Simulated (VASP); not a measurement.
# C32O (a cell with a defect) in VASP: single point with PBE+D3(BJ)

Aim: the single point of C32O (a cell with a defect) with PBE+D3(BJ).

Program: VASP 6.6.1. These are calculated values, not measurements. Logs are shortened: lines on timing, memory, paths and dates and some standing lists are left out, and cuts for length are marked.

## (1) The cell of the first run

The cell holds a defect, 33 atoms: a = 7.135 Å, b = 7.433 Å, c = 7.433 Å, α = 70.11°, β = 61.32°, γ = 61.32°.

## (2) Single point, PBE+D3(BJ)

INCAR

```
ALGO = Normal ; EDIFF = 1E-6
ENCUT = 520 ; GGA = PE
ISIF = 2 ; ISMEAR = 0
IVDW = 12 ; LASPH = True
LCHARG = False ; LREAL = Auto
LWAVE = False ; NBANDS = 89
NELM = 60 ; PREC = Accurate
SIGMA = 0.1
```

KPOINTS

```
k-points
0
Gamma
  4 4 4
```

POSCAR

```
C32O
1.0
    0.0000000000      0.0000000000      7.1348522610
    1.2323690480      6.4035774147      3.5674261305
   -6.1618452403      2.1345258048      3.5674261305
C O
32 1
Direct
   -0.0067796618      0.3346367138      0.6674980899
    0.5026640305      0.3333287709      0.6665524530
    0.2449037111      0.5776902074      0.9167483620
    0.7576209563      0.5832267756      0.9169484799
    0.8710768745      0.2092929334      0.0409062745
    0.3772421944      0.2071948664      0.0409021211
    0.1202059714      0.4570585415      0.2929396519
    0.6281302042      0.4580631248      0.2919352478
    0.8753411225      0.7090961261      0.5428034927
    0.3712775969      0.7090918304      0.5407053722
    0.1387327656      0.9610719463      0.7889262274
    0.6384052586      0.9584635568      0.7915347807
   -0.0106557921      0.8332499712      0.1723082019
    0.5077976876      0.8330498261      0.1667714428
    0.2453567517      0.0825001414      0.4153615550
    0.7525473091      0.0834457333      0.4166694941
    0.1202048531      0.2929342696      0.4570639179
    0.6281311023      0.2919300299      0.4580682284
    0.3712788360      0.5407000749      0.7090971724
    0.8753399519      0.5427984854      0.7091012322
    0.9893409798      0.1723037200      0.8332552298
    0.5077993484      0.1667662227      0.8330550884
    0.2453586637      0.4153567844      0.0825052927
    0.7525456252      0.4166642374      0.0834509939
   -0.0067773476      0.6674928218      0.3346415583
    0.5026623989      0.6665474214      0.3333339821
    0.2449012378      0.9167431260      0.5776947837
    0.7576224788      0.9169432654      0.5832320285
    0.1387335012      0.7889230672      0.9610753173
    0.6384048249      0.7915292769      0.9584690870
    0.3772411116      0.0408970793      0.2071998314
    0.8710781508      0.0409009807      0.2092981976
    0.3271328051     -0.1249974439     -0.1250044347
```

Potentials or basis: VASP PAW PBE potentials, release 64 (C, O).

Started as:

```
$ cat potpaw_PBE.64/C/POTCAR potpaw_PBE.64/O/POTCAR > POTCAR
$ mpirun -np 1 vasp_std > vasp.out
```

OUTCAR:

```text
EDIFF = 1E-6
   ENCUT = 520
   GGA = PE
   ISIF = 2
   ISMEAR = 0
   IVDW = 12
   LASPH = True
   LREAL = Auto
   NELM = 60
   PREC = Accurate
 IVDW          = 12

 ion  position               nearest neighbor table
   1  0.993  0.335  0.667-  21 1.40  20 1.42  17 1.44
   2  0.503  0.333  0.667-  19 1.42  22 1.42  18 1.42
   3  0.245  0.578  0.917-  23 1.40  19 1.41  29 1.46
   4  0.758  0.583  0.917-  20 1.42  24 1.42  30 1.42
   5  0.871  0.209  0.041-  21 1.41  24 1.42  32 1.44
   6  0.377  0.207  0.041-  22 1.42  31 1.42  23 1.42
   7  0.120  0.457  0.293-  17 1.40  25 1.44  23 1.44
   8  0.628  0.458  0.292-  18 1.42  26 1.42  24 1.42
   9  0.875  0.709  0.543-  28 1.42  20 1.42  25 1.42
  10  0.371  0.709  0.541-  27 1.41  26 1.42  19 1.44
  11  0.139  0.961  0.789-  27 1.46  21 1.46  29 1.47  33 1.53
  12  0.638  0.958  0.792-  22 1.42  28 1.42  30 1.43
  13  0.989  0.833  0.172-  25 1.40  32 1.41  29 1.46
  14  0.508  0.833  0.167-  31 1.42  26 1.42  30 1.42
  15  0.245  0.083  0.415-  27 1.40  31 1.42  17 1.44
  16  0.753  0.083  0.417-  32 1.42  28 1.42  18 1.42
  17  0.120  0.293  0.457-   7 1.40  15 1.44   1 1.44
[... 9 lines left out ...]
  27  0.245  0.917  0.578-  15 1.40  10 1.41  11 1.46
  28  0.758  0.917  0.583-   9 1.42  16 1.42  12 1.42
  29  0.139  0.789  0.961-  13 1.46   3 1.46  11 1.47  33 1.53
  30  0.638  0.792  0.958-  14 1.42   4 1.42  12 1.43
  31  0.377  0.041  0.207-  14 1.42   6 1.42  15 1.42
  32  0.871  0.041  0.209-  13 1.41  16 1.42   5 1.44
  33  0.327  0.875  0.875-  11 1.53  29 1.53

  LATTYP: Found a body centered orthorhombic cell.
 ALAT       =     7.1348522610
 B/A-ratio  =     1.1966755452
 C/A-ratio  =     1.3818018963

  Lattice vectors:

 A1 = (  -1.2323690480,  -6.4035774147,  -3.5674261305)
 A2 = (   6.1618452403,  -2.1345258048,   3.5674261305)
 A3 = (  -6.1618452403,   2.1345258048,   3.5674261305)

Analysis of symmetry for initial positions (statically):
=====================================================================
 Subroutine PRICEL returns:
 Original cell was already a primitive cell.

 Routine SETGRP: Setting up the symmetry group for a
 body centered orthorhombic supercell.

 Subroutine GETGRP returns: Found  2 space group operations
 (whereof  1 operations were pure point group operations)
 out of a pool of  8 trial point group operations.

The static configuration has the point symmetry C_1 .
 The point group associated with its full space group is C_1h.

Analysis of symmetry for dynamics (positions and initial velocities):
=====================================================================
 Subroutine PRICEL returns:
 Original cell was already a primitive cell.

 Routine SETGRP: Setting up the symmetry group for a
 body centered orthorhombic supercell.

 Subroutine GETGRP returns: Found  2 space group operations
 (whereof  1 operations were pure point group operations)
 out of a pool of  8 trial point group operations.

The dynamic configuration has the point symmetry C_1 .
 The point group associated with its full space group is C_1h.

 Subroutine INISYM returns: Found  2 space group operations
 (whereof  1 operations are pure point group operations),
 and found     1 'primitive' translations

----------------------------------------------------------------------------------------

                                     Primitive cell

  volume of cell :     300.2943

  direct lattice vectors                    reciprocal lattice vectors
     0.000000000  0.000000000  7.134852261     0.050715328 -0.087841524  0.140157072
     1.232369048  6.403577415  3.567426130     0.050715328  0.146402540  0.000000000
    -6.161845240  2.134525805  3.567426130    -0.152145983  0.029280508  0.000000000

  length of vectors
     7.134852261  7.433106105  7.433106105     0.173009198  0.154937885  0.154937885

  position of ions in fractional coordinates (direct lattice)
     0.993220338  0.334636714  0.667498090
     0.502664031  0.333328771  0.666552453
     0.244903711  0.577690207  0.916748362
     0.757620956  0.583226776  0.916948480
     0.871076874  0.209292933  0.040906275
     0.377242194  0.207194866  0.040902121
[... 25 lines left out ...]
     0.871078151  0.040900981  0.209298198
     0.327132805  0.875002556  0.874995565

  ion indices of the primitive-cell ions
   primitive index   ion index
                 1           1
                 2           2
                 3           3
                 4           4
                 5           5
                 6           6
[... 25 lines left out ...]
                32          32
                33          33

----------------------------------------------------------------------------------------

 KPOINTS: k-points

Automatic generation of k-mesh.
 Grid dimensions read from file:
 generate k-points for:    4    4    4

 Generating k-lattice:

  Cartesian coordinates                     Fractional coordinates (reciprocal lattice)
     0.012678832 -0.021960381  0.035039268     0.250000000 -0.000000000  0.000000000
     0.012678832  0.036600635  0.000000000     0.000000000  0.250000000  0.000000000
    -0.038036496  0.007320127  0.000000000     0.000000000  0.000000000  0.250000000

  Length of vectors
     0.043252299  0.038734471  0.038734471

  Shift w.r.t. Gamma in fractional coordinates (k-lattice)
     0.000000000  0.000000000  0.000000000

 Subroutine IBZKPT returns following result:
 ===========================================

 Found     24 irreducible k-points:

 Following reciprocal coordinates:
            Coordinates               Weight
  0.000000  0.000000  0.000000      1.000000
  0.250000  0.000000  0.000000      4.000000
  0.500000  0.000000  0.000000      2.000000
  0.000000  0.250000  0.000000      4.000000
  0.250000  0.250000 -0.000000      2.000000
  0.250000  0.000000  0.250000      2.000000
[... 16 lines left out ...]
  0.500000 -0.250000  0.250000      2.000000
  0.000000  0.500000  0.500000      1.000000
   k-points           NKPTS =     24   k-points in BZ     NKDIM =     24   number of bands    NBANDS=     89
   number of dos      NEDOS =    301   number of ions     NIONS =     33
   total plane-waves  NPLWV = 169344
   dimension x,y,z NGX =    54 NGY =   56 NGZ =   56
   dimension x,y,z NGXF=   108 NGYF=  112 NGZF=  112
   ions per type =              32   1
   NGX,Y,Z   is equivalent  to a cutoff of  12.58, 12.52, 12.52 a.u.
   NGXF,Y,Z  is equivalent  to a cutoff of  25.16, 25.05, 25.05 a.u.
 SYSTEM =  unknown system
   PREC   = accura    normal or accurate (medium, high low for compatibility)
   ISTART =      0    job   : 0-new  1-cont  2-samecut
   ICHARG =      2    charge: 1-file 2-atom 10-const
   ISPIN  =      1    spin polarized calculation?
   LNONCOLLINEAR =      F non collinear calculations
   LSORBIT =      F    spin-orbit coupling
   LASPH  =      T    aspherical Exc in radial PAW
   ENCUT  =  520.0 eV  38.22 Ry    6.18 a.u.  13.27 13.82 13.82*2*pi/ulx,y,z
   NELM   =     60;   NELMIN=  2; NELMDL= -5     # of ELM steps
   EDIFF  = 0.1E-05   stopping-criterion for ELM
   LREAL  =      T    real-space projection
   EDIFFG = 0.1E-04   stopping-criterion for IOM
   NSW    =      0    number of steps for IOM
   IBRION =     -1    ionic relax: 0-MD 1-quasi-New 2-CG
   NFREE  =      0    steps in history (QN), initial steepest desc. (CG)
   ISIF   =      2    stress and relaxation
   ISYM   =      2    0-nonsym 1-usesym 2-fastsym
   POTIM  = 0.5000    time-step for ionic-motion
   TEBEG  =    0.0;   TEEND  =   0.0 temperature during run
   PSTRESS=    0.0 pullay stress
   NELECT =     134.0000    total number of electrons
   NUPDOWN=      -1.0000    fix difference up-down
   EMIN   =  10.00;   EMAX   =-10.00  energy-range for DOS
   EFERMI =   0.00;   METHOD = LEGACY
   ISMEAR =     0;   SIGMA  =   0.10  broadening in eV -4-tet -1-fermi 0-gaus
   EFERMI_NEDOS =   21; number of points for ismear=-14 and -15
   IALGO  =     38    algorithm
   IMIX   =      4    mixing-type and parameters
     AMIX     =   0.40;   BMIX     =  1.00
     AMIX_MAG =   1.60;   BMIX_MAG =  1.00
  volume/ion in A,a.u.               =       9.10        61.41
  Fermi-wavevector in a.u.,A,eV,Ry     =   1.251010  2.364066 21.293465  1.565026
  Thomas-Fermi vector in A             =   2.384977
   LORBIT       =      0    0 simple, 1 ext, 2 COOP (PROOUT), +10 PAW based schemes
   GGA     = PE    functional components
   LHFCALC =     F    Hartree Fock is set to
   AEXX    =    0.0000 exact exchange contribution
   IVDW    =    12    specifies the selected vdW correction
   LEPSILON=     F    determine dielectric tensor
   LRPA    =     F    only Hartree local field effects (RPA)
 non-spin polarized calculation
 Gauss-broadening in eV      SIGMA  =   0.10
  energy-cutoff  :      520.00
  volume of cell :      300.29
 maximum number of plane-waves:      8118
 NGX is ok and might be reduce to    54
   NGX = 27   NGY = 27   NGZ = 27

 number of electron     133.9999991 magnetization

 Free energy of the ion-electron system (eV)
  ---------------------------------------------------
  ext. energy  EPLUGINS =         0.00000000
  ---------------------------------------------------
  free energy    TOTEN  =      -298.21795381 eV

  energy without entropy =     -298.21228617  energy(sigma->0) =     -298.21511999

 E-fermi :   4.1954     XC(G=0): -10.0694

 val. band max:        4.1593800637   @ k =   0.5000   0.2500   0.2500
 cond. band min:       4.2855145931   @ k =   0.0000   0.5000   0.5000
 fundamental gap:      0.1261345294
 Fermi energy:         4.1953504092

 k-point     1 :       0.0000    0.0000    0.0000
  band No.  band energies     occupation
      1     -18.0541      2.00000
      2     -15.0385      2.00000
      3     -14.0106      2.00000
      4     -13.8510      2.00000
      5     -13.6751      2.00000
      6     -13.4332      2.00000
[... 71 lines left out ...]
     78      10.0008      0.00000
     79      10.0478      0.00000
[... 1884 lines left out ...]
     78       9.6566      0.00000
     79       9.7785      0.00000
 [bands above 79 left out]

------------------------ aborting loop because EDIFF is reached ----------------------------------------

 Edisp (eV)   -4.77012

 E8    (eV) :    -1.3382

  FORCE on cell =-STRESS in cart. coord.  units (eV):
  Direction    XX          YY          ZZ          XY          YZ          ZX
  --------------------------------------------------------------------------------------
  -------------------------------------------------------------------------------------
  Total       5.40295     6.49213     2.52175    -0.94325    -0.00041    -0.00072
  in kB      28.82669    34.63782    13.45446    -5.03259    -0.00221    -0.00383
  external pressure =       25.64 kB  Pullay stress =        0.00 kB

 VOLUME and BASIS-vectors are now :
 -----------------------------------------------------------------------------
  energy-cutoff  :      520.00
  volume of cell :      300.29
      direct lattice vectors                 reciprocal lattice vectors
     0.000000000  0.000000000  7.134852261     0.050715328 -0.087841524  0.140157072
     1.232369048  6.403577415  3.567426130     0.050715328  0.146402540  0.000000000
    -6.161845240  2.134525805  3.567426130    -0.152145983  0.029280508  0.000000000

 POSITION                                       TOTAL-FORCE (eV/Angst)
 -----------------------------------------------------------------------------------
     -3.70062      3.56766     10.66152        -0.006296      0.034291     -0.057907
     -3.69641      3.55727      7.15344         0.008635     -0.047009     -0.035777
     -4.93693      5.65611      7.07865        -0.024446     -0.140811      0.023252
     -4.93134      5.69199     10.75728         0.007291      0.055805      0.039217
      0.00587      1.42754      7.10757         0.012136      0.022344     -0.017261
      0.00331      1.41409      3.57663        -0.003889     -0.060918     -0.044403
[... 25 lines left out ...]
     -1.23926      0.70866      7.10758        -0.025437      0.000655     -0.017255
     -4.31326      7.47085      8.57703        -0.000304     -0.000176     -1.641456
 -----------------------------------------------------------------------------------
    total drift:                                0.001591     -0.004975     -0.023333

  FREE ENERGIE OF THE ION-ELECTRON SYSTEM (eV)
  ---------------------------------------------------
  free  energy   TOTEN  =      -302.9880694921 eV

  energy  without entropy=     -302.9824018489  energy(sigma->0) =     -302.98523567
```

It took 18 min on 1 thread of Intel Xeon Platinum 8259CL at 2.50GHz (Skylake/Cascade Lake), shared host; peak memory 0.63 GiB.

What came out:

* Free energy: -302.9881 eV
* Pressure: 2.6 GPa
* Largest force: 1.641 eV/Å
* Band gap on the k mesh: zero (bands 67 and 68 overlap by 0.13 eV)
* Dispersion energy per atom: -0.145 eV

Forces on the atoms (eV/Å):
```
C   -0.006  0.034 -0.058
C    0.009 -0.047 -0.036
C   -0.024 -0.141  0.023
C    0.007  0.056  0.039
C    0.012  0.022 -0.017
C   -0.004 -0.061 -0.044
C   -0.021 -0.012 -0.020
C    0.023  0.013 -0.012
C   -0.055  0.027 -0.044
C    0.025 -0.001 -0.017
C    0.135  0.078  0.572
C   -0.021 -0.012  0.467
C   -0.134  0.049  0.023
C    0.052 -0.022  0.039
C    0.027 -0.023 -0.058
C   -0.036  0.031 -0.036
C    0.021  0.012 -0.020
C   -0.023 -0.013 -0.012
C   -0.012 -0.022 -0.017
C    0.004  0.061 -0.044
C    0.025  0.141  0.023
C   -0.007 -0.055  0.039
C    0.006 -0.034 -0.058
C   -0.009  0.047 -0.036
C   -0.027  0.023 -0.058
C    0.036 -0.031 -0.036
C    0.134 -0.049  0.023
C   -0.052  0.021  0.039
C   -0.135 -0.078  0.572
C    0.021  0.012  0.467
C    0.055 -0.027 -0.044
C   -0.025  0.001 -0.017
O    0.000  0.000 -1.641
```

Stress tensor (GPa, compression positive):
```
 2.88 -0.50  0.00
-0.50  3.46  0.00
 0.00  0.00  1.35
```
